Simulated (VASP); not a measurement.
Zr:

```
Zr
1.0
    -1.81000    1.81000    1.81000
     1.81000   -1.81000    1.81000
     1.81000    1.81000   -1.81000
Zr
1
Direct
  0.00000 0.00000 0.00000
```

Base run:

- Program: VASP 6.6.1
- Functional: PBEsol
- Potentials or basis: VASP PAW PBE potentials, release 64 (Zr_sv)
- Cutoff: 500 eV
- k mesh: 10 × 10 × 10
- Occupations: fermi-dirac, width 0.05 eV
- Spin: no spin polarisation

Its results: band gap on the k mesh zero (band 6 reaches 9.49 eV, above the bottom of band 7 at 7.70 eV); pressure -7.0 GPa.

Task: The run is repeated on the same cell with these changes: functional from PBEsol to RPBE. What comes out?

Result: Band gap on the k mesh zero (band 6 reaches 9.72 eV, above the bottom of band 7 at 7.92 eV); pressure -1.1 GPa.

RPBE binds less tightly than PBEsol, so the same cell stands under more pressure.

Caveats: the PAW data sets were made with another functional, which shifts forces and pressure a little.
